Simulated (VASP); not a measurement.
Au, 1 atom in the cell. It takes space group Fm-3m (No. 225, cubic). The conventional cell has a = 4.160 Å, b = 4.160 Å, c = 4.160 Å, α = 90.00°, β = 90.00°, γ = 90.00°. Within 3.9 Å of Au (site symmetry m-3m) lie 12 Au at 2.94 Å. 

| Quantity | Value |
| --- | --- |
| Program | VASP 6.6.1 |
| Task | single point |
| Functional | PBE |
| Potentials or basis | VASP PAW PBE potentials, release 64 (Au_sv_GW) |
| Cutoff | 540 eV |
| k mesh | 4 × 4 × 4 |
| Occupations | fermi-dirac, width 0.15 eV |
| Spin | no spin polarisation |
| Dipole correction | no |
| Further INCAR settings | ALGO = Normal; EDIFF = 1e-06; NBANDS = 16 |

Potentials or basis: VASP PAW PBE potentials, release 64 (Au_sv_GW).

The run is started by

```sh
$ cat potpaw_PBE.64/Au_sv_GW/POTCAR > POTCAR
$ mpirun -np 1 vasp_std > vasp.out
```

Hardware: 1 thread of AMD EPYC 7R43 64-Core Processor (Zen 3), with other jobs on the host.

Question: Estimate the wall time of this run.

Answer: Wall time 5.4 s on 1 thread of AMD EPYC 7R43 64-Core Processor (Zen 3) (shared host), peak memory 0.1 GiB. Counts: scf iterations 11, k points 8.
